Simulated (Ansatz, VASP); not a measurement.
## Two plane-wave programs on P

```
P
1.0
     3.32400    0.00000    0.00000
    -1.66200    2.87867    0.00000
     0.00000    0.00000   28.00000
P
2
Direct
  0.33333 0.66667 0.50954
  0.66667 0.33333 0.49046
```

Alike in both runs: task single point; functional PBE; dispersion D3(BJ); k mesh 9 × 9 × 1; occupations gaussian, width 0.02 eV; no spin polarisation.

|  | VASP | Ansatz |
| --- | --- | --- |
| version | VASP 6.6.1 | Ansatz 0.2.0 |
| potentials or method | VASP PAW PBE potentials, release 64 (P), cutoff 520 eV | scalar-relativistic, plane waves, PAW |
| valence electrons in the cell | 10 | 10 |

|  | VASP | Ansatz | Ansatz less VASP |
| --- | --- | --- | --- |
| gap on the k mesh at the Fermi level (eV) | none | none | - |
| rms of the force components (eV/Å) | 2.032 | 1.985 | -0.0469 |

Atom by atom the forces differ by 0.047 eV/Å (rms over components). A gap of «none» marks a metal or a gap that the smearing closes.
